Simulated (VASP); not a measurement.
A run of VASP 6.6.1 is set up as follows.

File INCAR:

```
SYSTEM = GaN
ALGO     = Normal         ! electronic algorithm
EDIFF    = 1E-6           ! SCF threshold, eV
ENCUT    = 520            ! plane-wave cutoff, eV
GGA      = PE             ! functional
ISIF     = 2              ! what is computed and relaxed
ISMEAR   = 0              ! smearing method
LASPH    = .True.         ! aspherical terms in the spheres
LCHARG   = .True.         ! write CHGCAR
LELF     = .True.         ! ELF
LREAL    = .False.        ! projectors in reciprocal space
LVHAR    = .True.       
LWAVE    = .False.        ! write WAVECAR
NBANDS   = 66             ! bands
NELM     = 100            ! most SCF steps
PREC     = Accurate       ! precision mode
SIGMA    = 0.02           ! smearing width, eV
```

Contents of KPOINTS:

```
k-points
0
Gamma
  5 5 4
  0 0 0
```

The input POSCAR:

```
GaN
1.0
    5.2160530000      1.3338380000     -0.0400830000
    1.3531420000      5.5302830000      0.0017890000
   -0.0196490000     -0.0397890000      5.7040960000
Ga N
6 6
Direct
    0.6722248654      0.0792664884      0.3012716776
    0.5143428783      0.3670910402      0.8132940696
    0.0103795686      0.3955670498      0.1296452739
    0.1544664607      0.0890846410      0.6199052441
    0.6886539528      0.7115186772      0.6375692548
    0.3458173632      0.7544963695      0.1402168269
    0.3232647575      0.7563574744      0.7872663691
    0.5284354612      0.0993942957      0.6150049991
    0.7071369989      0.7094574102      0.2801930527
    0.3817865467      0.3822782854      0.1327564192
    0.8897288989      0.3785010625      0.8033822079
    0.0423702877      0.0702779627      0.2913115972
```

Potentials or basis: VASP PAW PBE potentials, release 64 (Ga_d, N).

Command:

```bash
$ cat potpaw_PBE.64/Ga_d/POTCAR potpaw_PBE.64/N/POTCAR > POTCAR
$ mpirun -np 1 vasp_std > vasp.out
```

(1) Estimate the band gap on the k mesh.

(2) What does it give for the largest force?

## Answers

(1) 1.24 eV.

(2) 0.041 eV/Å.
